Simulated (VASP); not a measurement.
Si3Br:

```
CELL_PARAMETERS angstrom
0.00000 3.61248 3.61248
3.61248 0.00000 3.61248
3.61248 3.61248 0.00000
ATOMIC_POSITIONS crystal
Si 0.25000 0.25000 0.25000
Si 0.75000 0.75000 0.75000
Si 0.50000 0.50000 0.50000
Br 0.00000 0.00000 0.00000
```

The cell was generated, and may not be a known phase.

| Item | Value |
| --- | --- |
| Program | VASP 6.6.1 |
| Task | relaxation of cell and atoms |
| Functional | PBE |
| Potentials or basis | VASP PAW PBE potentials, release 64 (Si, Br) |
| Cutoff | 600 eV |
| k mesh | 4 × 4 × 4 |
| Occupations | gaussian, width 0.1 eV |
| Spin | no spin polarisation |

At the start: pressure -9.2 GPa; volume 23.57 Å³/atom.

Question: Where does the relaxation end?

Answer: Over 4 steps the energy falls by 239.7 meV/atom and the volume is 17.48 Å³/atom (-25.8 %); space group Fm-3m (No. 225, to 0.1 Å) before and after.

Step by step:
```
step  energy change (eV)  largest force (eV/Å)  pressure (GPa)  volume (Å³)
   1              0.0000                0.0000           -9.21        94.29
   2             -0.8422                0.0000           -4.95        76.98
   3             -0.9560                0.0000           -0.88        71.05
   4             -0.9587                0.0000            0.17        69.92
```

Final structure:
```
CELL_PARAMETERS angstrom
0.00000 3.26978 3.26978
3.26978 0.00000 3.26978
3.26978 3.26978 0.00000
ATOMIC_POSITIONS crystal
Si 0.25000 0.25000 0.25000
Si 0.75000 0.75000 0.75000
Si 0.50000 0.50000 0.50000
Br 0.00000 0.00000 0.00000
```

Caveat: the k points lie up to 0.42 Å⁻¹ apart in the final cell; the volume moved by over 15 % at a fixed basis, so the end points are rough; the highest band is partly filled, so the run has too few bands.
